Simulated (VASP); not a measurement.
Write the native input for VASP 6.6.1 that does the following.

```
Task                   : single point
Functional             : PBE
Potentials or basis    : VASP PAW PBE potentials, release 64 (B, N, Al, Ga_d, In_d)
Cutoff                 : 520 eV
k mesh                 : 3 × 3 × 2, shifted
Occupations            : gaussian, width 0.1 eV
Spin                   : no spin polarisation
Dipole correction      : no
Further INCAR settings : LREAL = Auto; ALGO = Normal; EDIFF = 1e-06; NBANDS = 76; ISYM = 0
```

The structure of Al3In3GaB3N10 lies in POSCAR:

```
Al3In3GaB3N10
1.0
    2.3250453669      2.5087402962      4.5439898702
   -2.1277129818     -2.3080452512      4.3449761551
    6.4071903449     -4.4453315118      2.2698932727
B N Al Ga In
3 10 3 1 3
Direct
    0.0976463078      0.0565176268      0.6018366556
    0.3429721697      0.3871488809      0.4222991835
    0.5830992742      0.5333168668      0.6005662829
    0.6209004663      0.7843974912      0.6045211606
    0.4738838535      0.3831116486      0.7613980856
    0.9683112499      0.9200002256      0.7744298892
    0.3667542238      0.9139783280     -0.0207927278
    0.8110467017      0.9075217659      0.1878154895
    0.6029553437      0.3991487285      0.4375211710
    0.1334604047      0.9078042786      0.4543136941
    0.1589856020      0.3074227849      0.5821654238
    0.9245315291      0.3887083733      0.9714640663
    0.3040507732      0.3990951098      0.2495402976
    0.1087784804      0.5265762875      0.7609514906
    0.5975805252      0.0035981239      0.7758703028
    1.0194807007      0.0221906178      0.9756797390
    0.8074715685      0.9711311865      0.4156545861
    0.4043764838      0.9700073621      0.2248302696
    0.5230836521      0.4974471807      0.9881902035
    0.9188732674      0.4873485772      0.2231004812
```

The input as run:

INCAR

```
  PREC = Accurate
  ENCUT = 520
  EDIFF = 1E-6
  ISMEAR = 0
  SIGMA = 0.1
  LREAL = Auto
  LASPH = T
  NELM = 60
  ALGO = Normal
  ISIF = 2
  LWAVE = F
  LCHARG = F
  GGA = PE
  NBANDS = 76
  ISYM = 0
```

KPOINTS

```
Automatic mesh
0
Gamma
  3 3 2
  0 0 0.5
```

Potentials or basis: VASP PAW PBE potentials, release 64 (B, N, Al, Ga_d, In_d).

The run is started by

```bash
$ cat potpaw_PBE.64/B/POTCAR potpaw_PBE.64/N/POTCAR potpaw_PBE.64/Al/POTCAR potpaw_PBE.64/Ga_d/POTCAR potpaw_PBE.64/In_d/POTCAR > POTCAR
$ mpirun -np 1 vasp_std > vasp.out
```

Results of the run:

```yaml
Pressure: 0.0 GPa
Largest_force: 0.040 eV/Å
Band_gap_on_the_k_mesh: 1.93 eV, indirect (least direct gap 2.02 eV)
```

Caveat: spin-orbit coupling is left out, which moves the levels of the heavy elements.

Wall time 8.9 min on 1 thread of Intel Xeon 8259CL, with other jobs on the host, peak memory 0.37 GiB.
